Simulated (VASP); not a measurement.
# Se (P6_3/mmc) in VASP: notebook

The runs below take Se through single point, relaxation of cell and atoms, with r2SCAN.

Program: VASP 6.6.1. These are calculated values, not measurements. Logs are shortened: lines on timing, memory, paths and dates and some standing lists are left out, and cuts for length are marked.

### 1 The cell of the first run

It takes space group P6_3/mmc (No. 194, hexagonal). Conventional cell: a = 3.640 Å, b = 3.640 Å, c = 9.913 Å, α = 90.00°, β = 90.00°, γ = 120.00°. Within 2.8 Å of Se (site symmetry -6m2) lie 3 Se at 2.10 Å. Se (site symmetry -6m2) has 3 Se at 2.10 Å within 2.8 Å.

### 2 Single point, r2SCAN

Contents of POSCAR:

```
Se
1.0
    3.6397805508      0.0000000000      0.0000000000
   -1.8198902754      3.1521424212      0.0000000000
    0.0000000000      0.0000000000      9.9132234514
Se
4
Direct
    0.0000000000      0.0000000000      0.2500000000
    0.0000000000      0.0000000000      0.7500000000
    0.3333333333      0.6666666667      0.7500000000
    0.6666666667      0.3333333333      0.2500000000
```

Contents of INCAR.step1:

```
SYSTEM = Se
PREC = Accurate
ENCUT = 520
ISMEAR = 0
SIGMA = 0.1
LREAL = .FALSE.
LASPH = .TRUE.
NELM = 100
NBANDS = 20
GGA = PE
ALGO = Normal
EDIFF = 1E-4
LWAVE = .TRUE.
LCHARG = .FALSE.
```

Contents of INCAR.step2:

```
SYSTEM = Se
PREC = Accurate
ENCUT = 520
EDIFF = 1E-6
ISMEAR = 0
SIGMA = 0.1
LREAL = .FALSE.
LASPH = .TRUE.
NELM = 100
ALGO = Normal
ISIF = 2
LWAVE = .FALSE.
LCHARG = .FALSE.
METAGGA = R2SCAN
LMIXTAU = .TRUE.
NBANDS = 20
ISTART = 1
```

Contents of KPOINTS:

```
regular mesh
0
G
  6 6 2
  0 0 0
```

Potentials or basis: VASP PAW PBE potentials, release 64 (Se).

The run is started by

```
$ cat potpaw_PBE.64/Se/POTCAR > POTCAR
$ cp INCAR.step1 INCAR
$ mpirun -np 1 vasp_std > vasp.out
$ cp INCAR.step2 INCAR
$ mpirun -np 1 vasp_std > vasp.out
```

OUTCAR:

```text
SYSTEM = Se
   PREC = Accurate
   ENCUT = 520
   EDIFF = 1E-6
   ISMEAR = 0
   LREAL = .FALSE.
   LASPH = .TRUE.
   NELM = 100
   ISIF = 2
   METAGGA = R2SCAN
   ISTART = 1

 ion  position               nearest neighbor table
   1  0.000  0.000  0.250-   4 2.10   4 2.10   4 2.10
   2  0.000  0.000  0.750-   3 2.10   3 2.10   3 2.10
   3  0.333  0.667  0.750-   2 2.10   2 2.10   2 2.10
   4  0.667  0.333  0.250-   1 2.10   1 2.10   1 2.10

  LATTYP: Found a hexagonal cell.
 ALAT       =     3.6397805508
 C/A-ratio  =     2.7235772358

  Lattice vectors:

 A1 = (   3.6397805508,   0.0000000000,   0.0000000000)
 A2 = (  -1.8198902754,   3.1521424212,   0.0000000000)
 A3 = (   0.0000000000,   0.0000000000,   9.9132234514)

Analysis of symmetry for initial positions (statically):
=====================================================================
 Subroutine PRICEL returns:
 Original cell was already a primitive cell.

 Routine SETGRP: Setting up the symmetry group for a
 hexagonal supercell.

 Subroutine GETGRP returns: Found 24 space group operations
 (whereof 12 operations were pure point group operations)
 out of a pool of 24 trial point group operations.

The static configuration has the point symmetry D_3d.
 The point group associated with its full space group is D_6h.

Analysis of symmetry for dynamics (positions and initial velocities):
=====================================================================
 Subroutine PRICEL returns:
 Original cell was already a primitive cell.

 Routine SETGRP: Setting up the symmetry group for a
 hexagonal supercell.

 Subroutine GETGRP returns: Found 24 space group operations
 (whereof 12 operations were pure point group operations)
 out of a pool of 24 trial point group operations.

The dynamic configuration has the point symmetry D_3d.
 The point group associated with its full space group is D_6h.

 Subroutine INISYM returns: Found 24 space group operations
 (whereof 12 operations are pure point group operations),
 and found     1 'primitive' translations

----------------------------------------------------------------------------------------

                                     Primitive cell

  volume of cell :     113.7355

  direct lattice vectors                    reciprocal lattice vectors
     3.639780551  0.000000000  0.000000000     0.274741838  0.158622274  0.000000000
    -1.819890275  3.152142421  0.000000000     0.000000000  0.317244549  0.000000000
     0.000000000  0.000000000  9.913223451     0.000000000  0.000000000  0.100875362

  length of vectors
     3.639780551  3.639780551  9.913223451     0.317244549  0.317244549  0.100875362

  position of ions in fractional coordinates (direct lattice)
     0.000000000  0.000000000  0.250000000
     0.000000000  0.000000000  0.750000000
     0.333333333  0.666666667  0.750000000
     0.666666667  0.333333333  0.250000000

  ion indices of the primitive-cell ions
   primitive index   ion index
                 1           1
                 2           2
                 3           3
                 4           4

----------------------------------------------------------------------------------------

 KPOINTS: regular mesh

Automatic generation of k-mesh.
 Grid dimensions read from file:
 generate k-points for:    6    6    2

 Generating k-lattice:

  Cartesian coordinates                     Fractional coordinates (reciprocal lattice)
     0.045790306  0.026437046  0.000000000     0.166666667 -0.000000000  0.000000000
     0.000000000  0.052874091  0.000000000     0.000000000  0.166666667  0.000000000
     0.000000000  0.000000000  0.050437681     0.000000000  0.000000000  0.500000000

  Length of vectors
     0.052874091  0.052874091  0.050437681

  Shift w.r.t. Gamma in fractional coordinates (k-lattice)
     0.000000000  0.000000000  0.000000000

 Subroutine IBZKPT returns following result:
 ===========================================

 Found     14 irreducible k-points:

 Following reciprocal coordinates:
            Coordinates               Weight
  0.000000  0.000000  0.000000      1.000000
  0.166667 -0.000000  0.000000      6.000000
  0.333333  0.000000  0.000000      6.000000
  0.500000  0.000000  0.000000      3.000000
  0.166667  0.166667  0.000000      6.000000
  0.333333  0.166667  0.000000     12.000000
  0.333333  0.333333  0.000000      2.000000
  0.000000  0.000000  0.500000      1.000000
  0.166667 -0.000000  0.500000      6.000000
  0.333333  0.000000  0.500000      6.000000
  0.500000  0.000000  0.500000      3.000000
  0.166667  0.166667  0.500000      6.000000
  0.333333  0.166667  0.500000     12.000000
  0.333333  0.333333  0.500000      2.000000
   k-points           NKPTS =     14   k-points in BZ     NKDIM =     14   number of bands    NBANDS=     20
   number of dos      NEDOS =    301   number of ions     NIONS =      4
   total plane-waves  NPLWV =  62720
   dimension x,y,z NGX =    28 NGY =   28 NGZ =   80
   dimension x,y,z NGXF=    56 NGYF=   56 NGZF=  160
   ions per type =               4
   NGX,Y,Z   is equivalent  to a cutoff of  12.79, 12.79, 13.42 a.u.
   NGXF,Y,Z  is equivalent  to a cutoff of  25.58, 25.58, 26.83 a.u.
 SYSTEM =  Se
   PREC   = accura    normal or accurate (medium, high low for compatibility)
   ISTART =      1    job   : 0-new  1-cont  2-samecut
   ICHARG =      0    charge: 1-file 2-atom 10-const
   ISPIN  =      1    spin polarized calculation?
   LNONCOLLINEAR =      F non collinear calculations
   LSORBIT =      F    spin-orbit coupling
   LASPH  =      T    aspherical Exc in radial PAW
   ENCUT  =  520.0 eV  38.22 Ry    6.18 a.u.   6.77  6.77 18.43*2*pi/ulx,y,z
   NELM   =    100;   NELMIN=  2; NELMDL=  0     # of ELM steps
   EDIFF  = 0.1E-05   stopping-criterion for ELM
   LREAL  =      F    real-space projection
   EDIFFG = 0.1E-04   stopping-criterion for IOM
   NSW    =      0    number of steps for IOM
   IBRION =     -1    ionic relax: 0-MD 1-quasi-New 2-CG
   NFREE  =      0    steps in history (QN), initial steepest desc. (CG)
   ISIF   =      2    stress and relaxation
   ISYM   =      2    0-nonsym 1-usesym 2-fastsym
   POTIM  = 0.5000    time-step for ionic-motion
   TEBEG  =    0.0;   TEEND  =   0.0 temperature during run
   PSTRESS=    0.0 pullay stress
   NELECT =      24.0000    total number of electrons
   NUPDOWN=      -1.0000    fix difference up-down
   EMIN   =  10.00;   EMAX   =-10.00  energy-range for DOS
   EFERMI =   0.00;   METHOD = LEGACY
   ISMEAR =     0;   SIGMA  =   0.10  broadening in eV -4-tet -1-fermi 0-gaus
   EFERMI_NEDOS =   21; number of points for ismear=-14 and -15
   IALGO  =     38    algorithm
   IMIX   =      4    mixing-type and parameters
     AMIX     =   0.40;   BMIX     =  1.00
     AMIX_MAG =   1.60;   BMIX_MAG =  1.00
  volume/ion in A,a.u.               =      28.43       191.88
  Fermi-wavevector in a.u.,A,eV,Ry     =   0.974645  1.841813 12.924630  0.949934
  Thomas-Fermi vector in A             =   2.105122
   LORBIT       =      0    0 simple, 1 ext, 2 COOP (PROOUT), +10 PAW based schemes
   METAGGA = R2SCAN    functional components
   LHFCALC =     F    Hartree Fock is set to
   AEXX    =    0.0000 exact exchange contribution
   IVDW    =     0    specifies the selected vdW correction
   LEPSILON=     F    determine dielectric tensor
   LRPA    =     F    only Hartree local field effects (RPA)
 non-spin polarized calculation
 Gauss-broadening in eV      SIGMA  =   0.10
  energy-cutoff  :      520.00
  volume of cell :      113.74
 maximum number of plane-waves:      3078
 NGX is ok and might be reduce to    28
   NGX = 13   NGY = 13   NGZ = 37

 number of electron      23.9999998 magnetization

 Free energy of the ion-electron system (eV)
  ---------------------------------------------------
  ext. energy  EPLUGINS =         0.00000000
  ---------------------------------------------------
  free energy    TOTEN  =       -46.62789761 eV

  energy without entropy =      -46.60585552  energy(sigma->0) =      -46.61687657

 E-fermi :   3.3502     XC(G=0):  -8.3222

 val. band max:        3.2540291744   @ k =   0.1667  -0.0000   0.0000
 cond. band min:       3.3920519683   @ k =   0.1667   0.1667   0.0000
 fundamental gap:      0.1380227938
 Fermi energy:         3.3501902936

 k-point     1 :       0.0000    0.0000    0.0000
  band No.  band energies     occupation
      1     -17.5424      2.00000
      2     -17.5311      2.00000
      3      -4.3096      2.00000
      4      -4.3096      2.00000
      5      -4.3065      2.00000
      6      -4.3065      2.00000
[... 12 lines left out ...]
     19       9.5533      0.00000
     20      10.7610      0.00000

 k-point     2 :       0.1667   -0.0000    0.0000
  band No.  band energies     occupation
      1     -17.1670      2.00000
      2     -17.1559      2.00000
      3      -7.6010      2.00000
      4      -7.5946      2.00000
      5      -4.8293      2.00000
      6      -4.8232      2.00000
[... 12 lines left out ...]
     19       9.9474      0.00000
     20      11.8538      0.00000

 k-point     3 :       0.3333    0.0000    0.0000
  band No.  band energies     occupation
      1     -16.1006      2.00000
      2     -16.0905      2.00000
      3     -10.7695      2.00000
      4     -10.7621      2.00000
      5      -5.6149      2.00000
      6      -5.6072      2.00000
[... 12 lines left out ...]
     19      10.8051      0.00000
     20      10.8435      0.00000

 k-point     4 :       0.5000    0.0000    0.0000
  band No.  band energies     occupation
      1     -15.0582      2.00000
      2     -15.0528      2.00000
      3     -12.5282      2.00000
      4     -12.5251      2.00000
      5      -5.9339      2.00000
      6      -5.9259      2.00000
[... 199 lines left out ...]
 k-point    13 :       0.3333    0.1667    0.5000
  band No.  band energies     occupation
      1     -15.1409      2.00000
      2     -15.1409      2.00000
      3     -12.2404      2.00000
      4     -12.2404      2.00000
      5      -6.7515      2.00000
      6      -6.7515      2.00000
[... 12 lines left out ...]
     19      11.0362      0.00000
     20      11.0362      0.00000

 k-point    14 :       0.3333    0.3333    0.5000
  band No.  band energies     occupation
      1     -13.7567      2.00000
      2     -13.7567      2.00000
      3     -13.7554      2.00000
      4     -13.7554      2.00000
      5      -7.5099      2.00000
      6      -7.5099      2.00000
[... 12 lines left out ...]
     19      10.8176      0.00000
     20      10.8176      0.00000

------------------------ aborting loop because EDIFF is reached ----------------------------------------

  FORCE on cell =-STRESS in cart. coord.  units (eV):
  Direction    XX          YY          ZZ          XY          YZ          ZX
  --------------------------------------------------------------------------------------
  -------------------------------------------------------------------------------------
  Total       51.4299138     51.4299138     -0.4506221      0.0000000     -0.0000000      0.0000000
  in kB      724.4867569    724.4867569     -6.3478577      0.0000000     -0.0000000      0.0000000
  external PRESSURE =     480.8752187 kB  Pullay stress =       0.0000000 kB

 VOLUME and BASIS-vectors are now :
 -----------------------------------------------------------------------------
  energy-cutoff  :      520.00
  volume of cell :      113.74
      direct lattice vectors                 reciprocal lattice vectors
     3.639780551  0.000000000  0.000000000     0.274741838  0.158622274  0.000000000
    -1.819890275  3.152142421  0.000000000     0.000000000  0.317244549  0.000000000
     0.000000000  0.000000000  9.913223451     0.000000000  0.000000000  0.100875362

 POSITION                                       TOTAL-FORCE (eV/Angst)
 -----------------------------------------------------------------------------------
      0.00000      0.00000      2.47831        -0.000000     -0.000000      0.000000
      0.00000      0.00000      7.43492         0.000000     -0.000000     -0.000000
     -0.00000      2.10143      7.43492        -0.000000     -0.000000      0.000000
      1.81989      1.05071      2.47831         0.000000      0.000000      0.000000
 -----------------------------------------------------------------------------------
    total drift:                                0.000000     -0.000000     -0.000000

  FREE ENERGIE OF THE ION-ELECTRON SYSTEM (eV)
  ---------------------------------------------------
  free  energy   TOTEN  =       -46.6278976139 eV

  energy  without entropy=      -46.6058555222  energy(sigma->0) =      -46.61687657
```

It took 59 s on 1 thread of Intel Xeon 6975P-C (Granite Rapids), shared host; peak memory 0.24 GiB.

What came out:

* Free energy: -46.6279 eV
* Pressure: 48.1 GPa
* Band gap on the k mesh: zero (band 12 reaches 4.86 eV, above the bottom of band 13 at 2.88 eV)

Stress tensor (GPa, compression positive):
```
72.45  0.00  0.00
 0.00 72.45  0.00
 0.00  0.00 -0.63
```

Caveat: the PAW data sets were made with another functional, which shifts forces and pressure a little.

### 3 Relaxation of cell and atoms, r2SCAN

This run uses another cell than the first one, of 26.83 Å³/atom, 0.944 times its volume.

Contents of POSCAR:

```
Se
1.0
    4.2193493202      0.0000000000      0.0000000000
   -2.1096746601      3.6540636988      0.0000000000
    0.0000000000      0.0000000000      6.9619263783
Se
4
Direct
    0.3333333333      0.6666666667      0.4375000000
    0.6666666667      0.3333333333      0.9375000000
    0.6666666667      0.3333333333      0.5625000000
    0.3333333333      0.6666666667      0.0625000000
```

Contents of INCAR.step1:

```
PREC = Accurate
ENCUT = 600
ISMEAR = 0
SIGMA = 0.1
LREAL = F
LASPH = T
NELM = 100
GGA = PE
ALGO = Normal
EDIFF = 1E-4
LWAVE = T
LCHARG = F
```

Contents of INCAR.step2:

```
PREC = Accurate
ENCUT = 600
EDIFF = 1E-6
ISMEAR = 0
SIGMA = 0.1
LREAL = F
LASPH = T
NELM = 100
ALGO = Normal
ISIF = 3
LWAVE = F
LCHARG = F
METAGGA = R2SCAN
LMIXTAU = T
IBRION = 2
NSW = 90
EDIFFG = -0.04
ISTART = 1
```

Contents of KPOINTS:

```
Automatic mesh
0
Gamma
  6 6 4
```

Potentials or basis: VASP PAW PBE potentials, release 64 (Se).

The run is started by

```
$ cat potpaw_PBE.64/Se/POTCAR > POTCAR
$ cp INCAR.step1 INCAR
$ mpirun -np 1 vasp_std > vasp.out
$ cp INCAR.step2 INCAR
$ mpirun -np 1 vasp_std > vasp.out
```

Run time: 26 min. Hardware: 1 thread of AMD EPYC 9R45 (Zen 5), shared host; peak memory 0.26 GiB.

Results (log left out):

```yaml
Free_energy: -55.5712 eV
Relaxed_volume: 37.80 Å³/atom
Relaxed_cell: a = 4.279 Å, b = 4.279 Å, c = 9.538 Å, α = 90.00°, β = 90.00°, γ = 120.00°
Space_group_after_relaxing_to_0.05_Å: P6_3/mmc (No. 194)
Energy_gained_by_relaxing: 460.2 meV/atom
Ionic_steps: 19
Pressure_after_relaxing: 0.0 GPa
Largest_force_after_relaxing: 0.019 eV/Å
```

Forces on the atoms (eV/Å):
```
Se   0.000  0.000  0.019
Se   0.000  0.000  0.019
Se   0.000  0.000 -0.019
Se   0.000  0.000 -0.019
```

Step by step:
```csv
step,energy change (eV),largest force (eV/Å),pressure (GPa),volume (Å³)
1,0.0000,0.8515,8.66,107.34
2,-0.7597,1.4802,-1.69,131.41
3,-0.7645,1.4997,-2.13,133.36
4,-1.5484,0.8971,-2.26,139.49
5,-1.5478,0.9391,2.15,149.63
6,-1.7642,0.4191,-0.03,145.49
7,-1.7777,0.1910,-0.62,144.16
8,-1.8090,0.2430,0.55,140.58
9,-1.8096,0.2445,0.77,140.01
10,-1.8263,0.0498,0.45,141.63
11,-1.8263,0.0586,0.44,141.68
12,-1.8297,0.0677,-0.10,143.96
13,-1.8297,0.0675,-0.09,143.91
14,-1.8332,0.0084,-0.01,144.88
15,-1.8355,0.0866,0.12,146.45
16,-1.8384,0.0477,0.02,148.11
17,-1.8405,0.0302,-0.15,151.11
18,-1.8396,0.0012,0.30,151.40
19,-1.8409,0.0190,0.01,151.22
```

Final structure:
```
CELL_PARAMETERS angstrom
4.27869 0.00000 0.00000
-2.13935 3.70546 0.00000
0.00000 0.00000 9.53790
ATOMIC_POSITIONS crystal
Se 0.33333 0.66667 0.46456
Se 0.66667 0.33333 0.96456
Se 0.66667 0.33333 0.53544
Se 0.33333 0.66667 0.03544
```

Levels at points of the mesh, in eV from the Fermi level:
```
           k point  band 10  band 11  band 12  band 13  band 14  band 15
(0.00, 0.00, 0.00)    -3.30    -1.02    -0.15    -0.15    -0.05    -0.05
(0.50, 0.00, 0.00)    -2.17    -2.07    -1.62     2.09     2.22     2.46
(0.00, 0.00, 0.50)    -3.72    -0.45    -0.45    -0.10    -0.10    -0.10
(0.50, 0.00, 0.50)    -2.57    -1.80    -1.80     2.32     2.32     2.34
```

Caveat: the volume moved by over 15 % at a fixed basis, so the end points are rough; the bands computed are all filled at some k points, so no gap is given; the PAW data sets were made with another functional, which shifts forces and pressure a little.
